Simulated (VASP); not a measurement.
# Se (P4/mmm) in VASP: notebook

The runs below take Se through relaxation of cell and atoms, with PBE.

Everything below comes from runs of VASP 6.6.1. Logs are shortened: lines on timing, memory, paths and dates and some standing lists are left out, and cuts for length are marked.

### 1 The cell of the first run

The structure is tetragonal, space group P4/mmm (No. 123). The conventional cell has a = 3.534 Å, b = 3.534 Å, c = 2.565 Å, α = 90.00°, β = 90.00°, γ = 90.00°. Within 3.6 Å of Se (site symmetry 4/mmm) lie 6 Se at 2.57 to 3.53 Å.

The cell was built from a structure type or drawn by symmetry, and may not be a known phase.

### 2 Relaxation of cell and atoms, PBE

The input, INCAR:

```
SYSTEM = Se
PREC = Accurate
ENCUT = 600
EDIFF = 1E-6
ISMEAR = 0
SIGMA = 0.1
LREAL = .FALSE.
LASPH = .TRUE.
NELM = 60
ALGO = Normal
ISIF = 3
LWAVE = .FALSE.
LCHARG = .FALSE.
GGA = PE
IBRION = 2
NSW = 90
EDIFFG = -0.04
```

The input, KPOINTS:

```
regular mesh
0
G
  6 6 6
  0 0 0
```

The input, POSCAR:

```
Se
1.0
    3.5344971600      0.0000000000      0.0000000000
    0.0000000000      3.5344971600      0.0000000000
    0.0000000000      0.0000000000      2.5651275100
Se
1
Direct
    0.0000000000      0.0000000000      0.0000000000
```

Potentials or basis: VASP PAW PBE potentials, release 64 (Se).

Launch:

```console
> cat potpaw_PBE.64/Se/POTCAR > POTCAR
> mpirun -np 1 vasp_std > vasp.out
```

OUTCAR:

```text
SYSTEM = Se
   PREC = Accurate
   ENCUT = 600
   EDIFF = 1E-6
   ISMEAR = 0
   LREAL = .FALSE.
   LASPH = .TRUE.
   NELM = 60
   ISIF = 3
   GGA = PE
   IBRION = 2
   NSW = 90
   EDIFFG = -0.04

 ion  position               nearest neighbor table
   1  0.000  0.000  0.000-

  LATTYP: Found a simple tetragonal cell.
 ALAT       =     3.5344971600
 C/A-ratio  =     0.7257404360

  Lattice vectors:

 A1 = (   3.5344971600,   0.0000000000,   0.0000000000)
 A2 = (   0.0000000000,   3.5344971600,   0.0000000000)
 A3 = (   0.0000000000,   0.0000000000,   2.5651275100)

Analysis of symmetry for initial positions (statically):
=====================================================================
 Subroutine PRICEL returns:
 Original cell was already a primitive cell.

 Routine SETGRP: Setting up the symmetry group for a
 simple tetragonal supercell.

 Subroutine GETGRP returns: Found 16 space group operations
 (whereof 16 operations were pure point group operations)
 out of a pool of 16 trial point group operations.

The static configuration has the point symmetry D_4h.

Analysis of symmetry for dynamics (positions and initial velocities):
=====================================================================
 Subroutine PRICEL returns:
 Original cell was already a primitive cell.

 Routine SETGRP: Setting up the symmetry group for a
 simple tetragonal supercell.

 Subroutine GETGRP returns: Found 16 space group operations
 (whereof 16 operations were pure point group operations)
 out of a pool of 16 trial point group operations.

The dynamic configuration has the point symmetry D_4h.

 Subroutine INISYM returns: Found 16 space group operations
 (whereof 16 operations are pure point group operations),
 and found     1 'primitive' translations

----------------------------------------------------------------------------------------

                                     Primitive cell

  volume of cell :      32.0453

  direct lattice vectors                    reciprocal lattice vectors
     3.534497160  0.000000000  0.000000000     0.282925676  0.000000000  0.000000000
     0.000000000  3.534497160  0.000000000     0.000000000  0.282925676  0.000000000
     0.000000000  0.000000000  2.565127510     0.000000000  0.000000000  0.389844168

  length of vectors
     3.534497160  3.534497160  2.565127510     0.282925676  0.282925676  0.389844168

  position of ions in fractional coordinates (direct lattice)
     0.000000000  0.000000000  0.000000000

  ion indices of the primitive-cell ions
   primitive index   ion index
                 1           1

----------------------------------------------------------------------------------------

 KPOINTS: regular mesh

Automatic generation of k-mesh.
 Grid dimensions read from file:
 generate k-points for:    6    6    6

 Generating k-lattice:

  Cartesian coordinates                     Fractional coordinates (reciprocal lattice)
     0.047154279  0.000000000  0.000000000     0.166666667  0.000000000  0.000000000
     0.000000000  0.047154279  0.000000000     0.000000000  0.166666667  0.000000000
     0.000000000  0.000000000  0.064974028     0.000000000  0.000000000  0.166666667

  Length of vectors
     0.047154279  0.047154279  0.064974028

  Shift w.r.t. Gamma in fractional coordinates (k-lattice)
     0.000000000  0.000000000  0.000000000

 Subroutine IBZKPT returns following result:
 ===========================================

 Found     40 irreducible k-points:

 Following reciprocal coordinates:
            Coordinates               Weight
  0.000000  0.000000  0.000000      1.000000
  0.166667  0.000000  0.000000      4.000000
  0.333333  0.000000  0.000000      4.000000
  0.500000  0.000000  0.000000      2.000000
  0.166667  0.166667  0.000000      4.000000
  0.333333  0.166667  0.000000      8.000000
[... 16 lines left out ...]
  0.333333  0.000000  0.333333      8.000000
  0.500000  0.000000  0.333333      4.000000
 [... further k-points ...]
   k-points           NKPTS =     40   k-points in BZ     NKDIM =     40   number of bands    NBANDS=      7
   number of dos      NEDOS =    301   number of ions     NIONS =      1
   total plane-waves  NPLWV =  15680
   dimension x,y,z NGX =    28 NGY =   28 NGZ =   20
   dimension x,y,z NGXF=    56 NGYF=   56 NGZF=   40
   ions per type =               1
   NGX,Y,Z   is equivalent  to a cutoff of  13.17, 13.17, 12.96 a.u.
   NGXF,Y,Z  is equivalent  to a cutoff of  26.34, 26.34, 25.92 a.u.
 SYSTEM =  Se
   PREC   = accura    normal or accurate (medium, high low for compatibility)
   ISTART =      0    job   : 0-new  1-cont  2-samecut
   ICHARG =      2    charge: 1-file 2-atom 10-const
   ISPIN  =      1    spin polarized calculation?
   LNONCOLLINEAR =      F non collinear calculations
   LSORBIT =      F    spin-orbit coupling
   LASPH  =      T    aspherical Exc in radial PAW
   ENCUT  =  600.0 eV  44.10 Ry    6.64 a.u.   7.06  7.06  5.12*2*pi/ulx,y,z
   NELM   =     60;   NELMIN=  2; NELMDL= -5     # of ELM steps
   EDIFF  = 0.1E-05   stopping-criterion for ELM
   LREAL  =      F    real-space projection
   EDIFFG = -.4E-01   stopping-criterion for IOM
   NSW    =     90    number of steps for IOM
   IBRION =      2    ionic relax: 0-MD 1-quasi-New 2-CG
   NFREE  =      1    steps in history (QN), initial steepest desc. (CG)
   ISIF   =      3    stress and relaxation
   ISYM   =      2    0-nonsym 1-usesym 2-fastsym
   POTIM  = 0.5000    time-step for ionic-motion
   TEBEG  =    0.0;   TEEND  =   0.0 temperature during run
   PSTRESS=    0.0 pullay stress
   NELECT =       6.0000    total number of electrons
   NUPDOWN=      -1.0000    fix difference up-down
   EMIN   =  10.00;   EMAX   =-10.00  energy-range for DOS
   EFERMI =   0.00;   METHOD = LEGACY
   ISMEAR =     0;   SIGMA  =   0.10  broadening in eV -4-tet -1-fermi 0-gaus
   EFERMI_NEDOS =   21; number of points for ismear=-14 and -15
   IALGO  =     38    algorithm
   IMIX   =      4    mixing-type and parameters
     AMIX     =   0.40;   BMIX     =  1.00
     AMIX_MAG =   1.60;   BMIX_MAG =  1.00
  volume/ion in A,a.u.               =      32.05       216.25
  Fermi-wavevector in a.u.,A,eV,Ry     =   0.936563  1.769848 11.934363  0.877151
  Thomas-Fermi vector in A             =   2.063586
   LORBIT       =      0    0 simple, 1 ext, 2 COOP (PROOUT), +10 PAW based schemes
   GGA     = PE    functional components
   LHFCALC =     F    Hartree Fock is set to
   AEXX    =    0.0000 exact exchange contribution
   IVDW    =     0    specifies the selected vdW correction
   LEPSILON=     F    determine dielectric tensor
   LRPA    =     F    only Hartree local field effects (RPA)
 conjugate gradient relaxation of ions
 non-spin polarized calculation
 Gauss-broadening in eV      SIGMA  =   0.10
  energy-cutoff  :      600.00
  volume of cell :       32.05
 maximum number of plane-waves:      1088
   NGX = 15   NGY = 15   NGZ = 11

--------------------------------------- Ionic step        1  -------------------------------------------

 number of electron       5.9999999 magnetization

 Free energy of the ion-electron system (eV)
  ---------------------------------------------------
  ext. energy  EPLUGINS =         0.00000000
  ---------------------------------------------------
  free energy    TOTEN  =        -3.09366328 eV

  energy without entropy =       -3.08589360  energy(sigma->0) =       -3.08977844

------------------------ aborting loop because EDIFF is reached ----------------------------------------

  FORCE on cell =-STRESS in cart. coord.  units (eV):
  Direction    XX          YY          ZZ          XY          YZ          ZX
  --------------------------------------------------------------------------------------
  -------------------------------------------------------------------------------------
  Total       -0.5810981     -0.5810981     -2.3649593      0.0000000     -0.0000000      0.0000000
  in kB      -29.0533223    -29.0533223   -118.2415223      0.0000000     -0.0000000      0.0000000
  external PRESSURE =     -58.7827223 kB  Pullay stress =       0.0000000 kB
[... 86 lines left out ...]
  FREE ENERGIE OF THE ION-ELECTRON SYSTEM (eV)
  ---------------------------------------------------
  free  energy   TOTEN  =        -3.1768462721 eV

  energy  without entropy=       -3.1717759227  energy(sigma->0) =       -3.17431110

[... ionic steps 4 to 9 ...]

--------------------------------------- Ionic step       10  -------------------------------------------

 number of electron       6.0000000 magnetization

------------------------ aborting loop because EDIFF is reached ----------------------------------------

  FORCE on cell =-STRESS in cart. coord.  units (eV):
  Direction    XX          YY          ZZ          XY          YZ          ZX
  --------------------------------------------------------------------------------------
  -------------------------------------------------------------------------------------
  Total        0.0201118      0.0201118      0.1383168      0.0000000     -0.0000000      0.0000000
  in kB        1.3493874      1.3493874      9.2802670      0.0000000     -0.0000000      0.0000000
  external PRESSURE =       3.9930139 kB  Pullay stress =       0.0000000 kB
[... 55 lines left out ...]
  energy  without entropy=       -3.2608340033  energy(sigma->0) =       -3.26294218

--------------------------------------- Ionic step       12  -------------------------------------------

 number of electron       6.0000000 magnetization

 Free energy of the ion-electron system (eV)
  ---------------------------------------------------
  ext. energy  EPLUGINS =         0.00000000
  ---------------------------------------------------
  free energy    TOTEN  =        -3.27023676 eV

  energy without entropy =       -3.26710606  energy(sigma->0) =       -3.26867141

 E-fermi :   4.0642     XC(G=0):  -9.5906

 val. band max:        3.9944343916   @ k =   0.0000   0.0000   0.1667
 cond. band min:       4.0833380792   @ k =   0.3333   0.0000   0.0000
 fundamental gap:      0.0889036876
 Fermi energy:         4.0642470402

 k-point     1 :       0.0000    0.0000    0.0000
  band No.  band energies     occupation
      1     -12.0244      2.00000
      2       3.4653      2.00000
      3       3.4653      2.00000
      4       9.3243      0.00000
      5       9.3716      0.00000
      6      10.7449      0.00000
      7      15.8849      0.00000
[... 221 lines left out ...]
 k-point    24 :       0.5000    0.0000    0.3333
  band No.  band energies     occupation
      1      -8.5339      2.00000
      2      -0.1592      2.00000
      3       0.4448      2.00000
      4       6.1380      0.00000
      5      10.1119      0.00000
      6      14.6645      0.00000
      7      17.7994      0.00000

 [... further k-points ...]
[... 5 lines left out ...]
  --------------------------------------------------------------------------------------
  -------------------------------------------------------------------------------------
  Total        0.0168949      0.0168949     -0.0057660      0.0000000     -0.0000000      0.0000000
  in kB        1.1302675      1.1302675     -0.3857457      0.0000000     -0.0000000      0.0000000
  external PRESSURE =       0.6249298 kB  Pullay stress =       0.0000000 kB
[... 16 lines left out ...]
  FREE ENERGIE OF THE ION-ELECTRON SYSTEM (eV)
  ---------------------------------------------------
  free  energy   TOTEN  =        -3.2702367631 eV

  energy  without entropy=       -3.2671060603  energy(sigma->0) =       -3.26867141

 reached required accuracy - stopping structural energy minimisation
```

Wall time 27 s (1 thread of AMD EPYC 9R45 (Zen 5), shared host); peak memory 0.12 GiB.

What came out:

```
Free energy                           : -3.2702 eV
Relaxed volume                        : 23.95 Å³/atom
Relaxed cell                          : a = 3.093 Å, b = 3.093 Å, c = 2.503 Å, α = 90.00°, β = 90.00°, γ = 90.00°
Space group after relaxing (to 0.1 Å) : P4/mmm (No. 123)
Energy gained by relaxing             : 176.6 meV/atom
Ionic steps                           : 12
Pressure after relaxing               : 0.1 GPa
Band gap on the k mesh                : zero (bands 3 and 4 overlap by 4.94 eV)
```

The path:
| step | energy change (eV) | largest force (eV/Å) | pressure (GPa) | volume (Å³) |
| --- | --- | --- | --- | --- |
| 1 | 0.0000 | 0.0000 | -5.88 | 32.05 |
| 2 | 0.0642 | 0.0000 | 10.26 | 26.82 |
| 3 | -0.0832 | 0.0000 | -0.92 | 29.56 |
| 4 | -0.0833 | 0.0000 | -0.71 | 29.49 |
| 5 | -0.0833 | 0.0000 | -0.57 | 29.44 |
| 6 | -0.0887 | 0.0000 | -0.67 | 28.88 |
| 7 | -0.1119 | 0.0000 | -0.96 | 27.21 |
| 8 | -0.1763 | 0.0000 | 0.27 | 23.98 |
| 9 | -0.1760 | 0.0000 | 0.64 | 23.69 |
| 10 | -0.1764 | 0.0000 | 0.40 | 23.88 |
| 11 | -0.1714 | 0.0000 | -1.55 | 24.32 |
| 12 | -0.1766 | 0.0000 | 0.06 | 23.95 |

Final structure:
```xyz
1
Lattice="3.0933 0.0000 0.0000 0.0000 3.0933 0.0000 0.0000 0.0000 2.5029" Properties=species:S:1:pos:R:3 pbc="T T T"
Se    0.0000    0.0000    0.0000
```

Levels at points of the mesh, in eV from the Fermi level:
```csv
k point,band 1,band 2,band 3,band 4,band 5,band 6
"(0.00, 0.00, 0.00)",-16.09,-0.60,-0.60,5.26,5.31,6.68
"(0.50, 0.00, 0.00)",-14.94,-6.39,0.26,5.97,7.96,11.46
"(0.50, 0.50, 0.00)",-13.85,-5.09,-5.09,3.03,6.62,14.40
"(0.00, 0.00, 0.50)",-12.09,-7.56,2.24,2.24,10.88,11.13
"(0.50, 0.00, 0.50)",-10.91,-6.57,-2.93,2.97,3.53,12.47
"(0.50, 0.50, 0.50)",-9.74,-5.71,-1.86,-1.86,5.48,5.48
```

Caveat: the k points lie up to 0.42 Å⁻¹ apart in the final cell, too coarse for converged energies and pressures of a metal; the volume moved by over 15 % at a fixed basis, so the end points are rough.

### 3 Relaxation of cell and atoms, PBE

This run uses another cell than the first one, of 23.94 Å³/atom.

The input, INCAR:

```
SYSTEM = Se
ALGO = Normal
EDIFF = 1E-7
EDIFFG = -0.01
ENCUT = 600
GGA = PE
IBRION = 2
ISIF = 3
ISMEAR = 0
LASPH = .TRUE.
LCHARG = .FALSE.
LREAL = .FALSE.
LWAVE = .FALSE.
NELM = 80
NSW = 100
PREC = Accurate
SIGMA = 0.1
```

The input, KPOINTS:

```
k-points
0
G
  18 18 22
  0 0 0
```

The input, POSCAR:

```
Se
1.0
    3.0939120271      0.0000000000      0.0000000000
    0.0000000000      3.0939120271      0.0000000000
    0.0000000000      0.0000000000      2.5011780091
Se
1
Direct
    0.0000000000      0.0000000000      0.0000000000
```

Potentials or basis: VASP PAW PBE potentials, release 64 (Se).

Launch:

```console
> cat potpaw_PBE.64/Se/POTCAR > POTCAR
> mpirun -np 1 vasp_std > vasp.out
```

It took 5.6 min on 1 thread of AMD EPYC 9R45 (Zen 5), shared host; peak memory 0.24 GiB.

The run converged. Its results:

| Property | Result |
| --- | --- |
| Free energy | -3.3268 eV |
| Relaxed volume | 22.68 Å³/atom |
| Relaxed cell | a = 2.828 Å, b = 2.828 Å, c = 2.835 Å, α = 90.00°, β = 90.00°, γ = 90.00° |
| Space group after relaxing (to 0.1 Å) | Pm-3m (No. 221) |
| Energy gained by relaxing | 159.5 meV/atom |
| Ionic steps | 12 |
| Pressure after relaxing | 0.0 GPa |
| Band gap on the k mesh | zero (bands 3 and 4 overlap by 6.07 eV) |

The path:
```
step  energy change (eV)  largest force (eV/Å)  pressure (GPa)  volume (Å³)
   1              0.0000                0.0000            1.62        23.94
   2             -0.0989                0.0000           -3.76        24.71
   3             -0.1064                0.0000           -5.69        25.20
   4             -0.1551                0.0000           -0.50        22.95
   5             -0.1553                0.0000           -0.93        23.08
   6             -0.1553                0.0000           -0.79        23.04
   7             -0.1576                0.0000           -0.46        22.88
   8             -0.1594                0.0000            0.14        22.65
   9             -0.1594                0.0000            0.30        22.59
  10             -0.1594                0.0000            0.22        22.62
  11             -0.1595                0.0000           -0.06        22.71
  12             -0.1595                0.0000            0.04        22.68
```

Final structure:
```
Se
1.0
     2.82814    0.00000    0.00000
     0.00000    2.82814    0.00000
     0.00000    0.00000    2.83526
Se
1
Direct
  0.00000 0.00000 0.00000
```

Levels at points of the mesh, in eV from the Fermi level:
| k point | band 1 | band 2 | band 3 | band 4 | band 5 | band 6 |
| --- | --- | --- | --- | --- | --- | --- |
| (0.00, 0.00, 0.00) | -16.02 | 1.33 | 1.39 | 1.39 | 7.73 | 7.77 |
| (0.50, 0.00, 0.00) | -13.96 | -6.93 | 2.74 | 2.80 | 9.91 | 11.50 |
| (0.50, 0.50, 0.00) | -11.92 | -5.01 | -5.01 | 2.96 | 4.02 | 13.33 |
| (0.00, 0.00, 0.50) | -14.00 | -6.91 | 2.78 | 2.78 | 9.90 | 11.51 |
| (0.50, 0.00, 0.50) | -11.95 | -5.03 | -4.99 | 2.96 | 4.06 | 13.34 |
| (0.50, 0.50, 0.50) | -9.87 | -3.34 | -3.34 | -3.29 | 5.83 | 5.87 |
